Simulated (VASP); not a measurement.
# Ga (I4/mmm) in VASP: further runs, part 2 of 2

VASP 6.6.1.

**4. Electric field gradients, PBE (17.14 Å³/atom)**

This run uses another cell than the first one, of 17.14 Å³/atom.

File INCAR:

```
ALGO     = Normal         # electronic algorithm
EDIFF    = 1E-8           # SCF threshold, eV
ENCUT    = 520            # plane-wave cutoff, eV
GGA      = PE             # functional
ISIF     = 2              # what is computed and relaxed
ISMEAR   = -1             # smearing method
ISYM     = 0            
LASPH    = T              # aspherical terms in the spheres
LCHARG   = F              # write CHGCAR
LEFG     = T            
LREAL    = F              # projectors in reciprocal space
LWAVE    = F              # write WAVECAR
NBANDS   = 12             # bands
NELM     = 100            # most SCF steps
PREC     = Accurate       # precision mode
SIGMA    = 0.05           # smearing width, eV
```

File KPOINTS:

```
k-points
0
Gamma
  14 14 16
```

File POSCAR:

```
Ga
1.0
   -1.3922011228      1.3922011228      2.2102680220
    1.3922011228     -1.3922011228      2.2102680220
    1.3922011228      1.3922011228     -2.2102680220
Ga
1
Direct
    0.0000000000      0.0000000000      0.0000000000
```

Potentials or basis: VASP PAW PBE potentials, release 64 (Ga_d).

On the command line:

```bash
$ cat potpaw_PBE.64/Ga_d/POTCAR > POTCAR
$ mpirun -np 1 vasp_std > vasp.out
```

OUTCAR:

```text
EDIFF = 1E-8
   ENCUT = 520
   GGA = PE
   ISIF = 2
   ISMEAR = -1
   ISYM = 0
   LASPH = T
   LREAL = F
   NELM = 100
   PREC = Accurate

 ion  position               nearest neighbor table
   1  0.000  0.000  0.000-

IMPORTANT INFORMATION: All symmetrisations will be switched off!
NOSYMM: (Re-)initialisation of all symmetry stuff for point group C_1.

[... 554 lines left out ...]
    total drift:                                0.000000     -0.000000      0.000000

  FREE ENERGIE OF THE ION-ELECTRON SYSTEM (eV)
  ---------------------------------------------------
  free  energy   TOTEN  =        -2.8576465771 eV

  energy  without entropy=       -2.8549914438  energy(sigma->0) =       -2.85631901

 Electric field gradients (V/A^2)
---------------------------------------------------------------------
 ion       V_xx      V_yy      V_zz      V_xy      V_xz      V_yz
---------------------------------------------------------------------
   1     -10.369   -10.369    20.738    -0.464     0.036     0.036
---------------------------------------------------------------------

 Electric field gradients after diagonalization (V/A^2)
 (convention: |V_zz| > |V_xx| > |V_yy|)
----------------------------------------------------------------------
 ion       V_xx      V_yy      V_zz     asymmetry (V_yy - V_xx)/ V_zz
----------------------------------------------------------------------
   1     -10.834    -9.905    20.738       0.045
----------------------------------------------------------------------

           NMR quadrupolar parameters

 Cq : quadrupolar parameter    Cq=e*Q*V_zz/h
 eta: asymmetry parameters     (V_yy - V_xx)/ V_zz
 Q  : nuclear electric quadrupole moment in mb (millibarn)
----------------------------------------------------------------------
 ion       Cq(MHz)       eta       Q (mb)
----------------------------------------------------------------------
   1       0.050       0.045       1.000
----------------------------------------------------------------------
```

OSZICAR:

```text
N       E                     dE             d eps       ncg     rms          rms(c)
DAV:   1     0.432061697450E+02    0.43206E+02   -0.66799E+03 41360   0.194E+03
DAV:   2    -0.860969998788E+00   -0.44067E+02   -0.42325E+02 39780   0.262E+02
DAV:   3    -0.287433899022E+01   -0.20134E+01   -0.20074E+01 43204   0.450E+01
DAV:   4    -0.288986651527E+01   -0.15528E-01   -0.15526E-01 43080   0.417E+00
DAV:   5    -0.289002820849E+01   -0.16169E-03   -0.16169E-03 44584   0.410E-01    0.952E-01
DAV:   6    -0.286438993737E+01    0.25638E-01   -0.39914E-02 47284   0.426E+00    0.477E-01
DAV:   7    -0.285833576211E+01    0.60542E-02   -0.75371E-03 53552   0.156E+00    0.127E-01
DAV:   8    -0.285764280591E+01    0.69296E-03   -0.71140E-04 44720   0.495E-01    0.904E-03
DAV:   9    -0.285764623612E+01   -0.34302E-05   -0.72660E-06 51504   0.402E-02    0.337E-03
DAV:  10    -0.285764670199E+01   -0.46586E-06   -0.25841E-07 43880   0.799E-03    0.338E-04
DAV:  11    -0.285764662071E+01    0.81280E-07   -0.56426E-09 31660   0.128E-03    0.123E-04
DAV:  12    -0.285764657462E+01    0.46084E-07   -0.12018E-09 25544   0.490E-04    0.858E-06
DAV:  13    -0.285764657710E+01   -0.24825E-08   -0.22900E-10 22044   0.175E-04
   1 F= -.28576466E+01 E0= -.28563190E+01  d E =-.265513E-02
```

stdout:

```text
POSCAR found type information on POSCAR Ga
 POSCAR found :  1 types and       1 ions
 scaLAPACK will be used
 LDA part: xc-table for (Slater+PW92), standard interpolation
 -----------------------------------------------------------------------------
|                                                                             |
|           W    W    AA    RRRRR   N    N  II  N    N   GGGG   !!!           |
[... 17 lines left out ...]
 FFT: planning ... GRIDC
 FFT: planning ... GRID_SOFT
 FFT: planning ... GRID
 WAVECAR not read
 entering main loop
ion   1

     0.0000481     0.4268399    -0.0319182   -16.7008233    -0.0319180    -0.0000001
     0.0000628     0.4268338    -0.0319176   -16.7005353    -0.0319174    -0.0000001
     0.0000820     0.4268246    -0.0319166   -16.7000995    -0.0319164    -0.0000001
     0.0001070     0.4268108    -0.0319150   -16.6994439    -0.0319148    -0.0000001
```

It took 5.9 min on 1 thread of Oxide Virtual Turin-like, shared host; peak memory 0.37 GiB.

What came out:

- Free energy: -2.8576 eV
- Pressure: 6.3 GPa
- Band gap on the k mesh: zero (an odd number of electrons rules out a gap without spin polarisation)
- Largest electric field gradient by atom: Ga +20.7 V/Å²

Electric field gradients, principal values (V/Å²):
| atom | least | middle | greatest (by size) |
| --- | --- | --- | --- |
| 1 Ga | -9.905 | -10.834 | 20.738 |

Caveat: the cell stands under pressure; without QUAD_EFG the Cq values of the log hold for a quadrupole moment of 1 mb, not for the nuclei.

**5. Electric field gradients, PBE (18.45 Å³/atom)**

This run uses another cell than the first one, of 18.45 Å³/atom.

File INCAR:

```
SYSTEM = Ga
  ALGO = Normal
  EDIFF = 1E-8
  ENCUT = 520
  GGA = PE
  ISIF = 2
  ISMEAR = -1
  ISYM = 0
  LASPH = .True.
  LCHARG = .False.
  LEFG = .True.
  LREAL = .False.
  LWAVE = .False.
  NBANDS = 12
  NELM = 100
  PREC = Accurate
  SIGMA = 0.05
```

File KPOINTS:

```
k-points
0
Gamma
  14 14 16
  0 0 0
```

File POSCAR:

```
Ga
1.0
   -1.4270204850      1.4270204850      2.2655474793
    1.4270204850     -1.4270204850      2.2655474793
    1.4270204850      1.4270204850     -2.2655474793
Ga
1
Direct
    0.0000000000      0.0000000000      0.0000000000
```

Potentials or basis: VASP PAW PBE potentials, release 64 (Ga_d).

On the command line:

```bash
$ cat potpaw_PBE.64/Ga_d/POTCAR > POTCAR
$ mpirun -np 1 vasp_std > vasp.out
```

OUTCAR:

```text
SYSTEM = Ga
   EDIFF = 1E-8
   ENCUT = 520
   GGA = PE
   ISIF = 2
   ISMEAR = -1
   ISYM = 0
   LASPH = .True.
   LREAL = .False.
   NELM = 100
   PREC = Accurate

 ion  position               nearest neighbor table
   1  0.000  0.000  0.000-

IMPORTANT INFORMATION: All symmetrisations will be switched off!
NOSYMM: (Re-)initialisation of all symmetry stuff for point group C_1.

----------------------------------------------------------------------------------------

                                     Primitive cell

  volume of cell :      18.4541

  direct lattice vectors                    reciprocal lattice vectors
    -1.427020485  1.427020485  2.265547479     0.000000000  0.350380394  0.220697207
     1.427020485 -1.427020485  2.265547479     0.350380394  0.000000000  0.220697207
     1.427020485  1.427020485 -2.265547479     0.350380394  0.350380394  0.000000000

[... 528 lines left out ...]

 VOLUME and BASIS-vectors are now :
 -----------------------------------------------------------------------------
  energy-cutoff  :      520.00
  volume of cell :       18.45
      direct lattice vectors                 reciprocal lattice vectors
    -1.427020485  1.427020485  2.265547479     0.000000000  0.350380394  0.220697207
     1.427020485 -1.427020485  2.265547479     0.350380394  0.000000000  0.220697207
     1.427020485  1.427020485 -2.265547479     0.350380394  0.350380394  0.000000000

 POSITION                                       TOTAL-FORCE (eV/Angst)
 -----------------------------------------------------------------------------------
      0.00000      0.00000      0.00000        -0.000000     -0.000000     -0.000000
 -----------------------------------------------------------------------------------
    total drift:                               -0.000000     -0.000000     -0.000000

  FREE ENERGIE OF THE ION-ELECTRON SYSTEM (eV)
  ---------------------------------------------------
  free  energy   TOTEN  =        -2.8876573556 eV

  energy  without entropy=       -2.8846802276  energy(sigma->0) =       -2.88616879

 Electric field gradients (V/A^2)
---------------------------------------------------------------------
 ion       V_xx      V_yy      V_zz      V_xy      V_xz      V_yz
---------------------------------------------------------------------
   1      -9.549    -9.549    19.098     0.525     0.337     0.337
---------------------------------------------------------------------

 Electric field gradients after diagonalization (V/A^2)
 (convention: |V_zz| > |V_xx| > |V_yy|)
----------------------------------------------------------------------
 ion       V_xx      V_yy      V_zz     asymmetry (V_yy - V_xx)/ V_zz
----------------------------------------------------------------------
   1     -10.075    -9.032    19.106       0.055
----------------------------------------------------------------------

           NMR quadrupolar parameters

 Cq : quadrupolar parameter    Cq=e*Q*V_zz/h
 eta: asymmetry parameters     (V_yy - V_xx)/ V_zz
 Q  : nuclear electric quadrupole moment in mb (millibarn)
----------------------------------------------------------------------
 ion       Cq(MHz)       eta       Q (mb)
----------------------------------------------------------------------
   1       0.046       0.055       1.000
----------------------------------------------------------------------
```

OSZICAR:

```text
N       E                     dE             d eps       ncg     rms          rms(c)
DAV:   1     0.441069068795E+02    0.44107E+02   -0.67116E+03 40600   0.190E+03
DAV:   2    -0.738463491834E+00   -0.44845E+02   -0.43132E+02 39944   0.264E+02
DAV:   3    -0.289813859949E+01   -0.21597E+01   -0.21545E+01 43088   0.461E+01
DAV:   4    -0.291586548506E+01   -0.17727E-01   -0.17725E-01 43196   0.446E+00
DAV:   5    -0.291605799288E+01   -0.19251E-03   -0.19250E-03 44668   0.446E-01    0.863E-01
DAV:   6    -0.289348565276E+01    0.22572E-01   -0.35396E-02 47176   0.383E+00    0.440E-01
DAV:   7    -0.288823211391E+01    0.52535E-02   -0.69297E-03 56004   0.142E+00    0.120E-01
DAV:   8    -0.288765283550E+01    0.57928E-03   -0.65020E-04 44216   0.468E-01    0.891E-03
DAV:   9    -0.288765692179E+01   -0.40863E-05   -0.69171E-06 51940   0.377E-02    0.326E-03
DAV:  10    -0.288765749817E+01   -0.57638E-06   -0.24776E-07 44120   0.700E-03    0.345E-04
DAV:  11    -0.288765740416E+01    0.94015E-07   -0.50881E-09 31532   0.117E-03    0.123E-04
DAV:  12    -0.288765735249E+01    0.51674E-07   -0.12595E-09 25328   0.513E-04    0.912E-06
DAV:  13    -0.288765735556E+01   -0.30700E-08   -0.24915E-10 22072   0.181E-04
   1 F= -.28876574E+01 E0= -.28861688E+01  d E =-.297713E-02
```

It took 7.9 min on 1 thread of AMD EPYC 9755, shared host; peak memory 0.38 GiB.

Results:

- Free energy: -2.8877 eV
- Pressure: 1.3 GPa
- Band gap on the k mesh: zero (an odd number of electrons rules out a gap without spin polarisation)
- Largest electric field gradient by atom: Ga +19.1 V/Å²

Stress tensor (GPa, compression positive):
```
 1.49 -0.14  0.10
-0.14  1.49  0.10
 0.10  0.10  1.05
```

Electric field gradients, principal values (V/Å²):
```
atom   least   middle  greatest (by size)
1 Ga  -9.032  -10.075              19.106
```

Caveat: without QUAD_EFG the Cq values of the log hold for a quadrupole moment of 1 mb, not for the nuclei.

**6. Electric field gradients, PBE (18.45 Å³/atom)**

This run uses another cell than the first one, of 18.45 Å³/atom.

File INCAR:

```
PREC = Accurate ; ENCUT = 520
EDIFF = 1E-8 ; ISMEAR = -1
SIGMA = 0.05 ; LREAL = F
LASPH = T ; NELM = 60
ALGO = Normal ; ISIF = 2
LWAVE = F ; LCHARG = F
GGA = PE ; LEFG = T
ISYM = 0 ; NBANDS = 12
```

File KPOINTS:

```
Automatic mesh
0
Gamma
  14 14 16
```

POSCAR is that of step 5.

Potentials or basis: VASP PAW PBE potentials, release 64 (Ga_d).

On the command line:

```bash
$ cat potpaw_PBE.64/Ga_d/POTCAR > POTCAR
$ mpirun -np 1 vasp_std > vasp.out
```

OUTCAR:

```text
PREC = Accurate
   ENCUT = 520
   EDIFF = 1E-8
   ISMEAR = -1
   LREAL = F
   LASPH = T
   NELM = 60
   ISIF = 2
   GGA = PE
   ISYM = 0

 ion  position               nearest neighbor table
   1  0.000  0.000  0.000-

IMPORTANT INFORMATION: All symmetrisations will be switched off!
NOSYMM: (Re-)initialisation of all symmetry stuff for point group C_1.

----------------------------------------------------------------------------------------

                                     Primitive cell

  volume of cell :      18.4541

  direct lattice vectors                    reciprocal lattice vectors
    -1.427020485  1.427020485  2.265547479     0.000000000  0.350380394  0.220697207
     1.427020485 -1.427020485  2.265547479     0.350380394  0.000000000  0.220697207
[... 529 lines left out ...]
  external PRESSURE =      13.3994074 kB  Pullay stress =       0.0000000 kB

 VOLUME and BASIS-vectors are now :
 -----------------------------------------------------------------------------
  energy-cutoff  :      520.00
  volume of cell :       18.45
      direct lattice vectors                 reciprocal lattice vectors
    -1.427020485  1.427020485  2.265547479     0.000000000  0.350380394  0.220697207
     1.427020485 -1.427020485  2.265547479     0.350380394  0.000000000  0.220697207
     1.427020485  1.427020485 -2.265547479     0.350380394  0.350380394  0.000000000

 POSITION                                       TOTAL-FORCE (eV/Angst)
 -----------------------------------------------------------------------------------
      0.00000      0.00000      0.00000        -0.000000     -0.000000     -0.000000
 -----------------------------------------------------------------------------------
    total drift:                               -0.000000     -0.000000     -0.000000

  FREE ENERGIE OF THE ION-ELECTRON SYSTEM (eV)
  ---------------------------------------------------
  free  energy   TOTEN  =        -2.8876573556 eV

  energy  without entropy=       -2.8846802276  energy(sigma->0) =       -2.88616879

 Electric field gradients (V/A^2)
---------------------------------------------------------------------
 ion       V_xx      V_yy      V_zz      V_xy      V_xz      V_yz
---------------------------------------------------------------------
   1      -9.549    -9.549    19.098     0.525     0.337     0.337
---------------------------------------------------------------------

 Electric field gradients after diagonalization (V/A^2)
 (convention: |V_zz| > |V_xx| > |V_yy|)
----------------------------------------------------------------------
 ion       V_xx      V_yy      V_zz     asymmetry (V_yy - V_xx)/ V_zz
----------------------------------------------------------------------
   1     -10.075    -9.032    19.106       0.055
----------------------------------------------------------------------

           NMR quadrupolar parameters

 Cq : quadrupolar parameter    Cq=e*Q*V_zz/h
 eta: asymmetry parameters     (V_yy - V_xx)/ V_zz
 Q  : nuclear electric quadrupole moment in mb (millibarn)
----------------------------------------------------------------------
 ion       Cq(MHz)       eta       Q (mb)
----------------------------------------------------------------------
   1       0.046       0.055       1.000
----------------------------------------------------------------------
```

stdout:

```text
POSCAR found type information on POSCAR Ga
 POSCAR found :  1 types and       1 ions
 scaLAPACK will be used
 LDA part: xc-table for (Slater+PW92), standard interpolation
 -----------------------------------------------------------------------------
|                                                                             |
|           W    W    AA    RRRRR   N    N  II  N    N   GGGG   !!!           |
|           W    W   A  A   R    R  NN   N  II  NN   N  G    G  !!!           |
|           W    W  A    A  R    R  N N  N  II  N N  N  G       !!!           |
|           W WW W  AAAAAA  RRRRR   N  N N  II  N  N N  G  GGG   !            |
|           WW  WW  A    A  R   R   N   NN  II  N   NN  G    G                |
|           W    W  A    A  R    R  N    N  II  N    N   GGGG   !!!           |
|                                                                             |
|     Your reciprocal lattice and k-lattice belong to different lattice       |
|     classes:                                                                |
|                                                                             |
|        The reciprocal lattice is body-centered tetragonal,                  |
|        whereas your k-lattice is base-centered monoclinic.                  |
|                                                                             |
|     Results are often still useful ...                                      |
|                                                                             |
 -----------------------------------------------------------------------------

 POSCAR, INCAR and KPOINTS ok, starting setup
 FFT: planning ... GRIDC
 FFT: planning ... GRID_SOFT
 FFT: planning ... GRID
 WAVECAR not read
 entering main loop
ion   1
```

It took 7.8 min on 1 thread of AMD EPYC 9755, shared host; peak memory 0.38 GiB.

Results:

```
Free energy                             : -2.8877 eV
Pressure                                : 1.3 GPa
Band gap on the k mesh                  : zero (an odd number of electrons rules out a gap without spin polarisation)
Largest electric field gradient by atom : Ga +19.1 V/Å²
```

Stress tensor (GPa, compression positive):
```
 1.49 -0.14  0.10
-0.14  1.49  0.10
 0.10  0.10  1.05
```

Electric field gradients, principal values (V/Å²):
```csv
atom,least,middle,greatest (by size)
1 Ga,-9.032,-10.075,19.106
```

Caveat: without QUAD_EFG the Cq values of the log hold for a quadrupole moment of 1 mb, not for the nuclei.

**7. Overview**

| cell | gap on the mesh (eV) | pressure (GPa) |
| --- | --- | --- |
| a = 3.025 Å, angles 122.9, 122.9, 85.1°, 1 atom | none | 0.8 |
| a = 2.935 Å, angles 123.9, 123.9, 83.4°, 1 atom | none | 8.4 |
| a = 2.960 Å, angles 123.9, 123.9, 83.4°, 1 atom | none | 6.3 |
| a = 3.034 Å, angles 123.9, 123.9, 83.4°, 1 atom | none | 1.3 |

Alike in all rows: task electric field gradients; level PBE; potentials or basis VASP PAW PBE potentials, release 64 (Ga_d); no spin polarisation; k mesh 14 × 14 × 16; cutoff (eV) 520; smearing fermi-dirac 0.05 eV.

Caveats: the cell stands under pressure (at least some runs).

Total energies depend on the potentials used, so only differences within one code and one set of settings carry meaning.
